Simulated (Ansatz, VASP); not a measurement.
## KI: VASP beside Ansatz

File INCAR:

```
PREC = Accurate
ENCUT = 520
EDIFF = 1E-8
ISMEAR = -1
SIGMA = 0.01
LREAL = False
LASPH = True
NELM = 80
ALGO = Normal
ISIF = 2
LWAVE = False
LCHARG = False
GGA = PS
LEFG = True
NBANDS = 15
```

The input KPOINTS:

```
Automatic mesh
0
Gamma
  8 8 8
```

File POSCAR:

```
KI
1.0
    0.0000000000      3.5008945893      3.5008945893
    3.5008945893      0.0000000000      3.5008945893
    3.5008945893      3.5008945893      0.0000000000
K I
1 1
Direct
    0.0000000000      0.0000000000      0.0000000000
    0.5000000000      0.5000000000      0.5000000000
```

Input for Ansatz:

```yaml
crystal:
  lattice:
    - [0.0, 3.5008945893, 3.5008945893]
    - [3.5008945893, 0.0, 3.5008945893]
    - [3.5008945893, 3.5008945893, 0.0]
  atoms:
    - { symbol: K, position: [0.0, 0.0, 0.0] }
    - { symbol: I, position: [0.5, 0.5, 0.5] }
kpoints:
  mp_grid: { grid: [8, 8, 8] }
scf:
  occupations: { method: fermi_dirac, width: 0.01 }
hamiltonian:
  xc: pbesol
  pseudopotentials: { kind: paw }
output:
  forces: true
  stress: true
  eigenvalues: true
  efg: { contact_densities: true }
```

Change from the starting cell: volume scaled by 0.98, PAW files.

Alike in both runs: task electric field gradients; functional PBEsol; k mesh 8 × 8 × 8; occupations fermi-dirac, width 0.01 eV; no spin polarisation.

|  | VASP | Ansatz |
| --- | --- | --- |
| version | VASP 6.6.1 | Ansatz 0.2.0 |
| potentials or method | VASP PAW PBE potentials, release 64 (K_sv, I) | PAW with Ansatz's default frozen-core files, scalar-relativistic |
| plane-wave cutoff (eV) | 520 | 420 |
| valence electrons in the cell | 16 | 26 |

Ansatz gave:

| Property | Result |
| --- | --- |
| gap on the k mesh at the Fermi level (eV) | 3.88 |
| pressure (GPa) | 0.0 |

Task: What did VASP give for the same quantities?

Result: gap on the k mesh at the Fermi level (eV): 3.87; pressure (GPa): 0.1.

VASP's potentials were made for PBE, not for PBEsol. VASP's potentials hold 16 valence electrons a cell and Ansatz's 26, so a difference there can come from the potentials and not from the codes.

Neither program's run includes spin-orbit coupling.
